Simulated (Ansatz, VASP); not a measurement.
## Na3LaN2 in VASP and in Ansatz

The input INCAR:

```
SYSTEM = Na3LaN2
PREC = Accurate ; ENCUT = 600
EDIFF = 1E-6 ; ISMEAR = 0
SIGMA = 0.1 ; LREAL = .FALSE.
LASPH = .TRUE. ; NELM = 80
ALGO = Normal ; ISIF = 3
LWAVE = .FALSE. ; LCHARG = .FALSE.
GGA = PE ; IBRION = 2
NSW = 90 ; EDIFFG = -0.04
```

File KPOINTS:

```
regular mesh
0
G
  4 4 4
  0 0 0
```

File POSCAR:

```
Na3LaN2
1.0
    4.4448301179      0.0000000000      0.0000000000
    0.0000000000      4.4448301179      0.0000000000
    0.0000000000      0.0000000000      6.0135578816
Na La N
3 1 2
Direct
    0.5000000000      0.0000000000      0.5557360928
    0.0000000000      0.5000000000      0.4442639072
    0.5000000000      0.5000000000      0.0000000000
    0.0000000000      0.0000000000      0.0000000000
    0.5000000000      0.0000000000      0.1747554884
    0.0000000000      0.5000000000      0.8252445116
```

Input for Ansatz:

```yaml
crystal:
  lattice:
    - [4.4448301179, 0.0, 0.0]
    - [0.0, 4.4448301179, 0.0]
    - [0.0, 0.0, 6.0135578816]
  atoms:
    - { symbol: Na, position: [0.5, 0.0, 0.5557360928] }
    - { symbol: Na, position: [0.0, 0.5, 0.4442639072] }
    - { symbol: Na, position: [0.5, 0.5, 0.0] }
    - { symbol: La, position: [0.0, 0.0, 0.0] }
    - { symbol: "N", position: [0.5, 0.0, 0.1747554884] }
    - { symbol: "N", position: [0.0, 0.5, 0.8252445116] }
basis:
  ecutwfc: 420
kpoints:
  mp_grid: { grid: [4, 4, 4] }
hamiltonian:
  xc: pbe
scf:
  occupations: { method: gaussian, width: 0.1 }
  lower_state_search: "off"
output:
  forces: true
  stress: true
  eigenvalues: true
relax:
  adjacent_minimum: "off"
  f_tol: 0.04
  max_steps: 70
  cell: { stress_tol: 0.4 }
```

Change from the starting cell: species swapped into the Ti2CuSb3 type (P-4m2, No. 115).

Alike in both runs: task relaxation of cell and atoms; functional PBE; k mesh 4 × 4 × 4; occupations gaussian, width 0.1 eV; no spin polarisation.

|  | VASP | Ansatz |
| --- | --- | --- |
| version | VASP 6.6.1 | Ansatz 0.2.0 |
| potentials or method | VASP PAW PBE potentials, release 64 (Na_pv, La, N), cutoff 600 eV | scalar-relativistic, plane waves, PAW |
| valence electrons in the cell | 42 | 48 |

|  | VASP | Ansatz | Ansatz less VASP |
| --- | --- | --- | --- |
| gap on the k mesh at the Fermi level, each at its own relaxed structure (eV) | none | none | - |
| relaxed volume (Å³/atom) | 19.80 | 19.80 | 0.000 |
| relaxed cell length with the largest relative difference (Å) | 4.445 | 4.445 | 0.0000 |

A gap of «none» marks a metal or a gap that the smearing closes. VASP's potentials hold 42 valence electrons a cell and Ansatz's 48, so a difference there can come from the potentials and not from the codes.

Spin-orbit coupling is off throughout. Noted on VASP's run: the relaxation stopped at its first step, so nothing moved.
